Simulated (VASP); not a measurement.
# MnS (F-43m) in VASP: settings compared, part 2 of 2

VASP 6.6.1. Earlier steps stand in the parts before.

### Step 4. Single point, r2SCAN+U, collinear spin, ferromagnetic start

This run uses another cell than the first one, of 15.13 Å³/atom.

Input file POSCAR:

```
MnS
1.0
    0.0000000000      2.4734634191      2.4734634191
    2.4734634191      0.0000000000      2.4734634191
    2.4734634191      2.4734634191      0.0000000000
Mn S
1 1
Direct
    0.0000000000      0.0000000000      0.0000000000
    0.7500000000      0.7500000000      0.7500000000
```

Input file INCAR.step1:

```
SYSTEM = MnS
PREC = Accurate
ENCUT = 520
ISMEAR = -1
SIGMA = 0.05
LREAL = .FALSE.
LASPH = .TRUE.
NELM = 150
ISPIN = 2
MAGMOM = 4 0
LMAXMIX = 4
LDAU = .TRUE.
LDAUTYPE = 2
LDAUL = 2 -1
LDAUU = 1 0
LDAUJ = 0 0
NBANDS = 20
GGA = PE
ALGO = Normal
EDIFF = 1E-4
LWAVE = .TRUE.
LCHARG = .FALSE.
```

Input file INCAR.step2:

```
SYSTEM = MnS
PREC = Accurate
ENCUT = 520
EDIFF = 1E-7
ISMEAR = -1
SIGMA = 0.05
LREAL = .FALSE.
LASPH = .TRUE.
NELM = 150
ALGO = Normal
ISIF = 2
LWAVE = .FALSE.
LCHARG = .FALSE.
ISPIN = 2
MAGMOM = 4 0
LORBIT = 11
LMAXMIX = 4
LDAU = .TRUE.
LDAUTYPE = 2
LDAUL = 2 -1
LDAUU = 1 0
LDAUJ = 0 0
LDAUPRINT = 1
METAGGA = R2SCAN
LMIXTAU = .TRUE.
NBANDS = 20
ISTART = 1
```

Input file KPOINTS:

```
regular mesh
0
G
  9 9 9
  0 0 0
```

Potentials or basis: VASP PAW PBE potentials, release 64 (Mn_pv, S).

Started as:

```bash
cat potpaw_PBE.64/Mn_pv/POTCAR potpaw_PBE.64/S/POTCAR > POTCAR
cp INCAR.step1 INCAR
mpirun -np 1 vasp_std > vasp.out
cp INCAR.step2 INCAR
mpirun -np 1 vasp_std > vasp.out
```

OUTCAR:

```text
SYSTEM = MnS
   PREC = Accurate
   ENCUT = 520
   EDIFF = 1E-7
   ISMEAR = -1
   LREAL = .FALSE.
   LASPH = .TRUE.
   NELM = 150
   ISIF = 2
   ISPIN = 2
   LORBIT = 11
   METAGGA = R2SCAN
   ISTART = 1

 ion  position               nearest neighbor table
   1  0.000  0.000  0.000-   2 2.14   2 2.14   2 2.14   2 2.14
   2  0.750  0.750  0.750-   1 2.14   1 2.14   1 2.14   1 2.14

  LATTYP: Found a face centered cubic cell.
 ALAT       =     4.9469268382

  Lattice vectors:

 A1 = (   0.0000000000,   2.4734634191,   2.4734634191)
 A2 = (   2.4734634191,   0.0000000000,   2.4734634191)
 A3 = (   2.4734634191,   2.4734634191,   0.0000000000)

Analysis of symmetry for initial positions (statically):
=====================================================================
 Subroutine PRICEL returns:
 Original cell was already a primitive cell.

 Routine SETGRP: Setting up the symmetry group for a
 face centered cubic supercell.

 Subroutine GETGRP returns: Found 24 space group operations
 (whereof 24 operations were pure point group operations)
 out of a pool of 48 trial point group operations.

The static configuration has the point symmetry T_d .

Analysis of symmetry for dynamics (positions and initial velocities):
=====================================================================
 Subroutine PRICEL returns:
 Original cell was already a primitive cell.

 Routine SETGRP: Setting up the symmetry group for a
 face centered cubic supercell.

 Subroutine GETGRP returns: Found 24 space group operations
 (whereof 24 operations were pure point group operations)
 out of a pool of 48 trial point group operations.

The dynamic configuration has the point symmetry T_d .

Analysis of structural, dynamic, and magnetic symmetry:
=====================================================================
 Subroutine PRICEL returns:
 Original cell was already a primitive cell.

 Routine SETGRP: Setting up the symmetry group for a
 face centered cubic supercell.

 Subroutine GETGRP returns: Found 24 space group operations
 (whereof 24 operations were pure point group operations)
 out of a pool of 48 trial point group operations.

The overall configuration has the point symmetry T_d .

 Subroutine INISYM returns: Found 24 space group operations
 (whereof 24 operations are pure point group operations),
 and found     1 'primitive' translations

----------------------------------------------------------------------------------------

                                     Primitive cell

  volume of cell :      30.2654

  direct lattice vectors                    reciprocal lattice vectors
     0.000000000  2.473463419  2.473463419    -0.202145702  0.202145702  0.202145702
     2.473463419  0.000000000  2.473463419     0.202145702 -0.202145702  0.202145702
     2.473463419  2.473463419  0.000000000     0.202145702  0.202145702 -0.202145702

  length of vectors
     3.498005513  3.498005513  3.498005513     0.350126627  0.350126627  0.350126627
[... 112 lines left out ...]
   AEXX    =    0.0000 exact exchange contribution
   IVDW    =     0    specifies the selected vdW correction
   LEPSILON=     F    determine dielectric tensor
   LRPA    =     F    only Hartree local field effects (RPA)
 spin polarized calculation
  energy-cutoff  :      520.00
  volume of cell :       30.27
 maximum number of plane-waves:       869
 NGX is ok and might be reduce to    28
   NGX = 13   NGY = 13   NGZ = 13

atom =   1  type =  1  l = 2

 onsite density matrix

spin component  1

  0.8693  0.0000  0.0000 -0.0000 -0.0000
  0.0000  0.8693  0.0000  0.0000 -0.0000
  0.0000  0.0000  0.9065  0.0000  0.0000
 -0.0000  0.0000  0.0000  0.8693 -0.0000
 -0.0000 -0.0000  0.0000 -0.0000  0.9065

spin component  2

  0.2067  0.0000  0.0000 -0.0000  0.0000
  0.0000  0.2067  0.0000  0.0000 -0.0000
  0.0000  0.0000  0.0539  0.0000  0.0000
 -0.0000  0.0000  0.0000  0.2067 -0.0000
  0.0000 -0.0000  0.0000 -0.0000  0.0539

 occupancies and eigenvectors

  o =  0.0539  v =  0.0000  0.0000  0.0000  0.0000  0.0000  0.0000  0.0000  0.0650  0.0000 -0.9979      0.0000  0.0000  0.0000  0.0000  0.0000  0.0000  0.0000  0.0000  0.0000  0.0000
  o =  0.0539  v =  0.0000  0.0000  0.0000  0.0000  0.0000  0.0000  0.0000 -0.9979  0.0000 -0.0650      0.0000  0.0000  0.0000  0.0000  0.0000  0.0000  0.0000  0.0000  0.0000  0.0000
  o =  0.2067  v =  0.0000  0.0000  0.0000  0.0000  0.0000  1.0000  0.0000  0.0000  0.0000  0.0000      0.0000  0.0000  0.0000  0.0000  0.0000  0.0000  0.0000  0.0000  0.0000  0.0000
  o =  0.2067  v =  0.0000  0.0000  0.0000  0.0000  0.0000  0.0000 -0.0034 -0.0000 -1.0000  0.0000      0.0000  0.0000  0.0000  0.0000  0.0000  0.0000  0.0000  0.0000  0.0000  0.0000
  o =  0.2067  v =  0.0000  0.0000  0.0000  0.0000  0.0000  0.0000 -1.0000 -0.0000  0.0034 -0.0000      0.0000  0.0000  0.0000  0.0000  0.0000  0.0000  0.0000  0.0000  0.0000  0.0000
  o =  0.8693  v =  0.0000 -0.9993  0.0000  0.0368 -0.0000  0.0000  0.0000  0.0000  0.0000  0.0000      0.0000  0.0000  0.0000  0.0000  0.0000  0.0000  0.0000  0.0000  0.0000  0.0000
  o =  0.8693  v =  0.0000  0.0368 -0.0000  0.9993 -0.0000  0.0000  0.0000  0.0000  0.0000  0.0000      0.0000  0.0000  0.0000  0.0000  0.0000  0.0000  0.0000  0.0000  0.0000  0.0000
  o =  0.8693  v =  1.0000  0.0000  0.0000  0.0000  0.0000  0.0000  0.0000  0.0000  0.0000  0.0000      0.0000  0.0000  0.0000  0.0000  0.0000  0.0000  0.0000  0.0000  0.0000  0.0000
  o =  0.9065  v =  0.0000 -0.0000 -0.9999 -0.0000  0.0143  0.0000  0.0000  0.0000  0.0000  0.0000      0.0000  0.0000  0.0000  0.0000  0.0000  0.0000  0.0000  0.0000  0.0000  0.0000
  o =  0.9065  v =  0.0000  0.0000 -0.0143 -0.0000 -0.9999  0.0000  0.0000  0.0000  0.0000  0.0000      0.0000  0.0000  0.0000  0.0000  0.0000  0.0000  0.0000  0.0000  0.0000  0.0000

 number of electron      18.9999986 magnetization       4.1448239

 Free energy of the ion-electron system (eV)
  ---------------------------------------------------
  ext. energy  EPLUGINS =         0.00000000
  ---------------------------------------------------
  free energy    TOTEN  =       -22.86582552 eV

  energy without entropy =      -22.85666213  energy(sigma->0) =      -22.86124383

 E-fermi :   8.1405     XC(G=0): -11.8934

 val. band max:        8.1385987569   @ k =   0.4444   0.2222   0.1111
 cond. band min:       8.1413732506   @ k =   0.4444   0.2222   0.0000
 fundamental gap:      0.0027744937
 Fermi energy:         8.1404685745

 spin component 1

 k-point     1 :       0.0000    0.0000    0.0000
  band No.  band energies     occupation
      1     -44.5869      1.00000
      2     -44.5869      1.00000
      3     -44.5868      1.00000
      4      -8.5534      1.00000
      5       1.3896      1.00000
      6       1.3897      1.00000
[... 1097 lines left out ...]
     19      26.1390      0.00000
     20      26.1390      0.00000

 [... further k-points ...]

------------------------ aborting loop because EDIFF is reached ----------------------------------------

  FORCE on cell =-STRESS in cart. coord.  units (eV):
  Direction    XX          YY          ZZ          XY          YZ          ZX
  --------------------------------------------------------------------------------------
  -------------------------------------------------------------------------------------
  Total        8.0622412      8.0622412      8.0622412      0.0000000     -0.0000000      0.0000000
  in kB      426.7955631    426.7955631    426.7955631      0.0000000     -0.0000000      0.0000000
  external PRESSURE =     426.7955631 kB  Pullay stress =       0.0000000 kB

 VOLUME and BASIS-vectors are now :
 -----------------------------------------------------------------------------
  energy-cutoff  :      520.00
  volume of cell :       30.27
      direct lattice vectors                 reciprocal lattice vectors
     0.000000000  2.473463419  2.473463419    -0.202145702  0.202145702  0.202145702
     2.473463419  0.000000000  2.473463419     0.202145702 -0.202145702  0.202145702
     2.473463419  2.473463419  0.000000000     0.202145702  0.202145702 -0.202145702

 POSITION                                       TOTAL-FORCE (eV/Angst)
 -----------------------------------------------------------------------------------
      0.00000      0.00000      0.00000        -0.000000     -0.000000     -0.000000
      3.71020      3.71020      3.71020         0.000000      0.000000      0.000000
 -----------------------------------------------------------------------------------
    total drift:                               -0.000007     -0.000007     -0.000007

  FREE ENERGIE OF THE ION-ELECTRON SYSTEM (eV)
  ---------------------------------------------------
  free  energy   TOTEN  =       -22.8658255208 eV

  energy  without entropy=      -22.8566621330  energy(sigma->0) =      -22.86124383

 total charge

# of ion       s       p       d       tot
------------------------------------------
    1        0.388   6.410   5.118  11.916
    2        1.322   2.613   0.000   3.936
--------------------------------------------------
tot          1.711   9.023   5.118  15.852

 magnetization (x)

# of ion       s       p       d       tot
------------------------------------------
    1        0.052   0.098   3.688   3.837
    2        0.006   0.004   0.000   0.011
--------------------------------------------------
tot          0.058   0.102   3.688   3.848
```

Run time: 98 s. Hardware: 1 thread of AMD EPYC 9R45 (Zen 5), shared host; peak memory 0.17 GiB.

Results:

* Free energy: -22.8658 eV
* Pressure: 42.7 GPa
* Net moment: 4.14 μB per cell
* Site moments: Mn +3.84; S +0.01 μB
* Valence electrons inside the program's atomic spheres: Mn 11.92; S 3.94

Levels at points of the mesh, in eV from the Fermi level:
Spin up:
| k point | band 10 | band 11 | band 12 | band 13 | band 14 | band 15 |
| --- | --- | --- | --- | --- | --- | --- |
| (0.00, 0.00, 0.00) | 1.72 | 1.72 | 1.72 | 3.38 | 7.07 | 7.07 |
Spin down:
```
           k point  band 5  band 6  band 7  band 8  band 9  band 10
(0.00, 0.00, 0.00)   -4.72   -4.72   -4.72    1.34    1.34     4.06
```

Eigenvalues of the final occupation matrices:
| site | spin | trace | eigenvalues |
| --- | --- | --- | --- |
| site 1 d | 1 | 4.42 | 0.87 0.87 0.87 0.91 0.91 |
| site 1 d | 2 | 0.73 | 0.05 0.05 0.21 0.21 0.21 |

Caveat: the cell stands under pressure; the PAW data sets were made with another functional, which shifts forces and pressure a little; a cell with one magnetic atom can't hold antiferromagnetic order, which such compounds often take. The state reached can hang on the start; a lower one may exist.

### Step 5. Summary

| level | U | cell | gap on the mesh (eV) | pressure (GPa) | moment (μB) |
| --- | --- | --- | --- | --- | --- |
| PBEsol+U | Mn d U = 6.0 eV | a = 4.036 Å, angles 60.0°, 2 atoms | 1.34 | 0.0 | 5.00 |
| PBEsol+U | Mn d U = 8.0 eV | a = 4.061 Å, angles 60.0°, 2 atoms | 1.48 | -0.1 | 5.00 |
| r2SCAN+U | Mn d U = 1.0 eV | a = 3.498 Å, angles 60.0°, 2 atoms | none | 42.7 | 4.14 |

Alike in all rows: task single point; potentials or basis VASP PAW PBE potentials, release 64 (Mn_pv, S); spin collinear, ferromagnetic start; k mesh 9 × 9 × 9; cutoff (eV) 520; smearing fermi-dirac 0.05 eV.

Caveats: the PAW data sets were made with another functional, which shifts forces and pressure a little; a cell with one magnetic atom can't hold antiferromagnetic order, which such compounds often take; the cell stands under pressure (at least some runs).

Total energies depend on the potentials used, so only differences within one code and one set of settings carry meaning.
